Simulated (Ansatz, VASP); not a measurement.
# Two plane-wave programs on HfC

```
Hf C
1.0
     0.00000    2.32579   -2.32579
     4.65158    0.00000    0.00000
    -2.32579   -4.65158   -2.32579
Hf C
3 3
Direct
  0.00000 0.00000 0.00000
  0.33333 0.33333 0.66667
  0.66667 0.66667 0.33333
  0.00000 0.50000 0.00000
  0.33333 0.83333 0.66667
  0.66667 0.16667 0.33333
```

Alike in both runs: task relaxation of cell and atoms; functional PBE; k mesh 10 × 10 × 10; occupations gaussian, width 0.1 eV; no spin polarisation.

```csv
,VASP,Ansatz
version,VASP 6.6.1,Ansatz 0.2.0
potentials or method,"VASP PAW PBE potentials, release 64 (Hf_pv, C), cutoff 600 eV","scalar-relativistic, plane waves, PAW"
valence electrons in the cell,42,90
```

|  | VASP | Ansatz | Ansatz less VASP |
| --- | --- | --- | --- |
| gap on the k mesh at the Fermi level, each at its own relaxed structure (eV) | none | none | - |
| relaxed volume (Å³/atom) | 12.54 | 12.58 | +0.038 |
| relaxed cell length with the largest relative difference (Å) | 3.286 | 3.290 | +0.0037 |

A gap of «none» marks a metal or a gap that the smearing closes. VASP's potentials hold 42 valence electrons a cell and Ansatz's 90, so a difference there can come from the potentials and not from the codes.

Neither program's run includes spin-orbit coupling.
